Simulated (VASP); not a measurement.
CoO:

```xyz
2
Lattice="1.5055 0.8692 2.4399 -1.5055 0.8692 2.4399 0.0000 -1.7384 2.4399" Properties=species:S:1:pos:R:3 pbc="T T T"
Co    0.0000    0.0000    0.0000
O     0.0000    0.0000    3.6599
```

Base run:

```yaml
Program: VASP 6.6.1
Functional: PBEsol
Potentials_or_basis: VASP PAW PBE potentials, release 64 (Co, O)
Cutoff: 520 eV
k_mesh: 11 × 11 × 11
Occupations: fermi-dirac, width 0.05 eV
Spin: collinear spin, ferromagnetic start
Starting_moments: "[2.0, 0.0] μB"
Hubbard_terms: Co d U = 6.2 eV
```

Its results: pressure -8.5 GPa; net moment 3.00 μB per cell; site moments Co +2.81; O +0.20 μB.

Question: The run is repeated on the same cell with these changes: hubbard terms from Co d U = 6.2 eV to none. What comes out?

Answer: Pressure -10.0 GPa; net moment 2.91 μB per cell; site moments Co +2.55; O +0.31 μB.

Caveats: the PAW data sets were made with another functional, which shifts forces and pressure a little; a cell with one magnetic atom can't hold antiferromagnetic order, which such compounds often take.
